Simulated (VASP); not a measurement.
# TiC (Fm-3m) in VASP: a series of runs

TiC is run at these levels: LDA; tasks: single point, relaxation of cell and atoms.

All numbers are computed with VASP 6.6.1; they aren't measurements. Logs are shortened: lines on timing, memory, paths and dates and some standing lists are left out, and cuts for length are marked.

### 1 The cell of the first run

Symmetry: Fm-3m, No. 225, cubic system. The conventional cell has a = 4.261 Å, b = 4.261 Å, c = 4.261 Å, α = 90.00°, β = 90.00°, γ = 90.00°. Within 2.8 Å of Ti (site symmetry m-3m) lie 6 C at 2.13 Å. C (site symmetry m-3m) has 6 Ti at 2.13 Å within 2.8 Å.

### 2 Single point, LDA

Contents of INCAR:

```
SYSTEM = TiC
PREC = Accurate ; ENCUT = 520
EDIFF = 1E-7 ; ISMEAR = 0
SIGMA = 0.1 ; LREAL = .False.
LASPH = .True. ; NELM = 60
ALGO = Normal ; ISIF = 2
LWAVE = .False. ; LCHARG = .False.
GGA = CA ; NBANDS = 15
```

Contents of KPOINTS:

```
Automatic mesh
0
Gamma
  16 16 16
  0 0 0
```

Contents of POSCAR:

```
TiC
1.0
    0.0000000000      2.1304112613      2.1304112613
    2.1304112613      0.0000000000      2.1304112613
    2.1304112613      2.1304112613      0.0000000000
Ti C
1 1
Direct
    0.0000000000      0.0000000000      0.0000000000
    0.5000000000      0.5000000000      0.5000000000
```

Potentials or basis: VASP PAW LDA potentials, release 64 (Ti_sv, C).

The run is started by

```bash
cat potpaw_LDA.64/Ti_sv/POTCAR potpaw_LDA.64/C/POTCAR > POTCAR
mpirun -np 1 vasp_std > vasp.out
```

OUTCAR:

```text
SYSTEM = TiC
   PREC = Accurate
   ENCUT = 520
   EDIFF = 1E-7
   ISMEAR = 0
   LREAL = .False.
   LASPH = .True.
   NELM = 60
   ISIF = 2
   GGA = CA

 ion  position               nearest neighbor table
   1  0.000  0.000  0.000-   2 2.13   2 2.13   2 2.13   2 2.13   2 2.13   2 2.13
   2  0.500  0.500  0.500-   1 2.13   1 2.13   1 2.13   1 2.13   1 2.13   1 2.13

  LATTYP: Found a face centered cubic cell.
 ALAT       =     4.2608225226

  Lattice vectors:

 A1 = (   0.0000000000,   2.1304112613,   2.1304112613)
 A2 = (   2.1304112613,   0.0000000000,   2.1304112613)
 A3 = (   2.1304112613,   2.1304112613,   0.0000000000)

Analysis of symmetry for initial positions (statically):
[... 33 lines left out ...]
                                     Primitive cell

  volume of cell :      19.3384

  direct lattice vectors                    reciprocal lattice vectors
     0.000000000  2.130411261  2.130411261    -0.234696469  0.234696469  0.234696469
     2.130411261  0.000000000  2.130411261     0.234696469 -0.234696469  0.234696469
     2.130411261  2.130411261  0.000000000     0.234696469  0.234696469 -0.234696469

  length of vectors
     3.012856499  3.012856499  3.012856499     0.406506208  0.406506208  0.406506208

  position of ions in fractional coordinates (direct lattice)
     0.000000000  0.000000000  0.000000000
     0.500000000  0.500000000  0.500000000

  ion indices of the primitive-cell ions
   primitive index   ion index
                 1           1
                 2           2

----------------------------------------------------------------------------------------

 KPOINTS: Automatic mesh

Automatic generation of k-mesh.
 Grid dimensions read from file:
 generate k-points for:   16   16   16

 Generating k-lattice:

  Cartesian coordinates                     Fractional coordinates (reciprocal lattice)
    -0.014668529  0.014668529  0.014668529     0.062500000  0.000000000  0.000000000
     0.014668529 -0.014668529  0.014668529     0.000000000  0.062500000  0.000000000
     0.014668529  0.014668529 -0.014668529     0.000000000  0.000000000  0.062500000

  Length of vectors
     0.025406638  0.025406638  0.025406638

  Shift w.r.t. Gamma in fractional coordinates (k-lattice)
     0.000000000  0.000000000  0.000000000

 Subroutine IBZKPT returns following result:
 ===========================================

 Found    145 irreducible k-points:

 Following reciprocal coordinates:
            Coordinates               Weight
  0.000000  0.000000  0.000000      1.000000
[... 44 lines left out ...]
   EDIFFG = 0.1E-05   stopping-criterion for IOM
   NSW    =      0    number of steps for IOM
   IBRION =     -1    ionic relax: 0-MD 1-quasi-New 2-CG
   NFREE  =      0    steps in history (QN), initial steepest desc. (CG)
   ISIF   =      2    stress and relaxation
   ISYM   =      2    0-nonsym 1-usesym 2-fastsym
   POTIM  = 0.5000    time-step for ionic-motion
   TEBEG  =    0.0;   TEEND  =   0.0 temperature during run
   PSTRESS=    0.0 pullay stress
   NELECT =      16.0000    total number of electrons
   NUPDOWN=      -1.0000    fix difference up-down
   EMIN   =  10.00;   EMAX   =-10.00  energy-range for DOS
   EFERMI =   0.00;   METHOD = LEGACY
   ISMEAR =     0;   SIGMA  =   0.10  broadening in eV -4-tet -1-fermi 0-gaus
   EFERMI_NEDOS =   21; number of points for ismear=-14 and -15
   IALGO  =     38    algorithm
   IMIX   =      4    mixing-type and parameters
     AMIX     =   0.40;   BMIX     =  1.00
     AMIX_MAG =   1.60;   BMIX_MAG =  1.00
  volume/ion in A,a.u.               =       9.67        65.25
  Fermi-wavevector in a.u.,A,eV,Ry     =   1.536885  2.904292 32.137173  2.362016
  Thomas-Fermi vector in A             =   2.643471
   LORBIT       =      0    0 simple, 1 ext, 2 COOP (PROOUT), +10 PAW based schemes
   GGA     = CA    functional components
   LHFCALC =     F    Hartree Fock is set to
   AEXX    =    0.0000 exact exchange contribution
   IVDW    =     0    specifies the selected vdW correction
   LEPSILON=     F    determine dielectric tensor
   LRPA    =     F    only Hartree local field effects (RPA)
 non-spin polarized calculation
 Gauss-broadening in eV      SIGMA  =   0.10
  energy-cutoff  :      520.00
  volume of cell :       19.34
 maximum number of plane-waves:       544
   NGX = 11   NGY = 11   NGZ = 11

 number of electron      16.0000003 magnetization

 Free energy of the ion-electron system (eV)
  ---------------------------------------------------
  ext. energy  EPLUGINS =         0.00000000
  ---------------------------------------------------
  free energy    TOTEN  =       -20.53913115 eV

  energy without entropy =      -20.53729410  energy(sigma->0) =      -20.53821263

 E-fermi :   9.8119     XC(G=0): -13.2318

 val. band max:        9.7953263391   @ k =   0.1250   0.0625   0.0000
 cond. band min:       9.8643866453   @ k =   0.5000   0.5000   0.0000
 fundamental gap:      0.0690603062
 Fermi energy:         9.8119063072

 k-point     1 :       0.0000    0.0000    0.0000
  band No.  band energies     occupation
      1     -45.9111      2.00000
      2     -22.2873      2.00000
      3     -22.2873      2.00000
      4     -22.2873      2.00000
      5      -2.6062      2.00000
      6      10.4745      0.00000
      7      10.4745      0.00000
      8      10.4745      0.00000
      9      11.5793      0.00000
     10      11.5793      0.00000
     11      11.5793      0.00000
     12      11.6461      0.00000
     13      11.6461      0.00000
     14      21.1764      0.00000
[... 401 lines left out ...]
      2     -22.3457      2.00000
      3     -22.3034      2.00000
      4     -22.2886      2.00000
      5      -2.3560      2.00000
      6       9.5796      1.99898
      7       9.7397      1.69285
      8       9.7883      1.26125
      9      10.5934      0.00000
     10      11.2498      0.00000
     11      12.1836      0.00000
     12      12.8196      0.00000
     13      13.7177      0.00000
     14      21.5499      0.00000
     15      24.2147      0.00000

 [... further k-points ...]
[... 5 lines left out ...]
  --------------------------------------------------------------------------------------
  -------------------------------------------------------------------------------------
  Total        0.0837756      0.0837756      0.0837756     -0.0000000     -0.0000000     -0.0000000
  in kB        6.9407746      6.9407746      6.9407746     -0.0000000     -0.0000000     -0.0000000
  external PRESSURE =       6.9407746 kB  Pullay stress =       0.0000000 kB

 VOLUME and BASIS-vectors are now :
 -----------------------------------------------------------------------------
  energy-cutoff  :      520.00
  volume of cell :       19.34
      direct lattice vectors                 reciprocal lattice vectors
     0.000000000  2.130411261  2.130411261    -0.234696469  0.234696469  0.234696469
     2.130411261  0.000000000  2.130411261     0.234696469 -0.234696469  0.234696469
     2.130411261  2.130411261  0.000000000     0.234696469  0.234696469 -0.234696469

 POSITION                                       TOTAL-FORCE (eV/Angst)
 -----------------------------------------------------------------------------------
      0.00000      0.00000      0.00000        -0.000000     -0.000000      0.000000
      2.13041      2.13041      2.13041         0.000000      0.000000     -0.000000
 -----------------------------------------------------------------------------------
    total drift:                                0.000000     -0.000000     -0.000000

  FREE ENERGIE OF THE ION-ELECTRON SYSTEM (eV)
  ---------------------------------------------------
  free  energy   TOTEN  =       -20.5391311492 eV

  energy  without entropy=      -20.5372941022  energy(sigma->0) =      -20.53821263
```

OSZICAR:

```text
N       E                     dE             d eps       ncg     rms          rms(c)
DAV:   1     0.116068777067E+03    0.11607E+03   -0.79396E+03  4364   0.128E+03
DAV:   2    -0.187322828865E+02   -0.13480E+03   -0.12608E+03  4679   0.333E+02
DAV:   3    -0.257577364848E+02   -0.70255E+01   -0.69211E+01  5695   0.760E+01
DAV:   4    -0.259711485998E+02   -0.21341E+00   -0.21326E+00  5402   0.121E+01
DAV:   5    -0.259759463317E+02   -0.47977E-02   -0.47965E-02  5722   0.158E+00    0.190E+01
DAV:   6    -0.211507621053E+02    0.48252E+01   -0.11497E+01  6248   0.565E+01    0.679E+00
DAV:   7    -0.205781659715E+02    0.57260E+00   -0.20143E+00  5124   0.205E+01    0.526E+00
DAV:   8    -0.205485018284E+02    0.29664E-01   -0.11579E-01  4923   0.372E+00    0.318E+00
DAV:   9    -0.205423538074E+02    0.61480E-02   -0.77170E-02  5767   0.324E+00    0.776E-01
DAV:  10    -0.205405348261E+02    0.18190E-02   -0.99938E-03  5750   0.141E+00    0.564E-01
DAV:  11    -0.205391694352E+02    0.13654E-02   -0.26584E-03  5036   0.735E-01    0.115E-01
DAV:  12    -0.205391404057E+02    0.29030E-04   -0.27150E-04  4903   0.181E-01    0.442E-02
DAV:  13    -0.205391315053E+02    0.89004E-05   -0.19320E-05  5414   0.389E-02    0.681E-03
DAV:  14    -0.205391312332E+02    0.27206E-06   -0.53614E-07  5441   0.604E-03    0.381E-03
DAV:  15    -0.205391311492E+02    0.84003E-07   -0.14521E-07  5179   0.261E-03
   1 F= -.20539131E+02 E0= -.20538213E+02  d E =-.183705E-02
```

stdout:

```text
POSCAR found type information on POSCAR TiC
 POSCAR found :  2 types and       2 ions
 scaLAPACK will be used
 LDA part: xc-table for (Slater(with rela. corr.)+CA(PZ))
 , standard interpolation
 POSCAR, INCAR and KPOINTS ok, starting setup
 FFT: planning ... GRIDC
 FFT: planning ... GRID_SOFT
 FFT: planning ... GRID
 WAVECAR not read
 entering main loop
```

Run time: 20 s. Hardware: 1 thread of Intel Xeon Platinum 8559C (Emerald Rapids), shared host; peak memory 0.15 GiB.

Results:

| Quantity | Value |
| --- | --- |
| Free energy | -20.5391 eV |
| Pressure | 0.7 GPa |
| Band gap on the k mesh | zero (band 8 reaches 10.47 eV, above the bottom of band 9 at 9.41 eV) |

(Part 1 of 2 ends here.)
